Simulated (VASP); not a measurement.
Here is a VASP 6.6.1 calculation.

Contents of INCAR:

```
SYSTEM = GaP
PREC = Accurate
ENCUT = 520
EDIFF = 1E-8
ISMEAR = 0
SIGMA = 0.01
LREAL = .FALSE.
LASPH = .TRUE.
NELM = 100
ALGO = Normal
ISIF = 2
LWAVE = .FALSE.
LCHARG = .FALSE.
IBRION = 8
NSW = 1
LEPSILON = .TRUE.
```

KPOINTS

```
regular mesh
0
G
  10 10 10
  0 0 0
```

File POSCAR:

```
GaP
1.0
    0.0000000000      2.4439353854      2.4439353854
    2.4439353854      0.0000000000      2.4439353854
    2.4439353854      2.4439353854      0.0000000000
Ga P
1 1
Direct
    0.0000000000      0.0000000000      0.0000000000
    0.7500000000      0.7500000000      0.7500000000
```

Potentials or basis: VASP PAW LDA potentials, release 64 (Ga_d, P).

Command:

```sh
$ cat potpaw_LDA.64/Ga_d/POTCAR potpaw_LDA.64/P/POTCAR > POTCAR
$ mpirun -np 1 vasp_std > vasp.out
```

What does it give for the electronic dielectric tensor (diagonal)?

10.20.

Estimate the Born charges (mean of the diagonal).

Ga +1.59; P -1.59 e.

Estimate the highest phonon frequency at Γ, LO-TO splitting left out.

516 cm⁻¹.

Phonon frequencies in cm⁻¹ (negative: imaginary):
```csv
q point,frequencies
"(0.000, 0.000, 0.000)",0 0 0 516 516 516
```

Caveat: the cell wasn't relaxed at this level first, which shifts response properties.
